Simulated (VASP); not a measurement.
Write the native input for VASP 6.6.1 that does the following.

```
Task                   : single point
Functional             : PBEsol
Potentials or basis    : VASP PAW PBE potentials, release 64 (Hf_pv)
Cutoff                 : 520 eV
k mesh                 : 15 × 15 × 8
Occupations            : gaussian, width 0.1 eV
Spin                   : no spin polarisation
Dipole correction      : no
Further INCAR settings : ALGO = Fast; EDIFF = 1e-07; NBANDS = 17
```

The structure of Hf lies in POSCAR:

```
Hf
1.0
    3.1602689362      0.0000000000      0.0000000000
   -1.5801344681      2.7368731815      0.0000000000
    0.0000000000      0.0000000000      4.9962244833
Hf
2
Direct
    0.3333333333      0.6666666667      0.2500000000
    0.6666666667      0.3333333333      0.7500000000
```

The input as run:

INCAR

```
SYSTEM = Hf
ALGO = Fast
EDIFF = 1E-7
ENCUT = 520
GGA = PS
ISIF = 2
ISMEAR = 0
LASPH = .TRUE.
LCHARG = .FALSE.
LREAL = .FALSE.
LWAVE = .FALSE.
NBANDS = 17
NELM = 60
PREC = Accurate
SIGMA = 0.1
```

KPOINTS

```
k-points
0
G
  15 15 8
  0 0 0
```

Potentials or basis: VASP PAW PBE potentials, release 64 (Hf_pv).

Launch:

```bash
$ cat potpaw_PBE.64/Hf_pv/POTCAR > POTCAR
$ mpirun -np 1 vasp_std > vasp.out
```

It gave:

* Pressure: -0.4 GPa
* Band gap on the k mesh: zero (band 10 reaches 6.17 eV, above the bottom of band 11 at 4.56 eV)

Caveat: the PAW data sets were made with another functional, which shifts forces and pressure a little; spin-orbit coupling is left out, which moves the levels of the heavy elements.

It took 2.8 min on 1 thread of AMD EPYC 7R43 64-Core Processor (Zen 3), with other jobs on the host, peak memory 0.18 GiB.
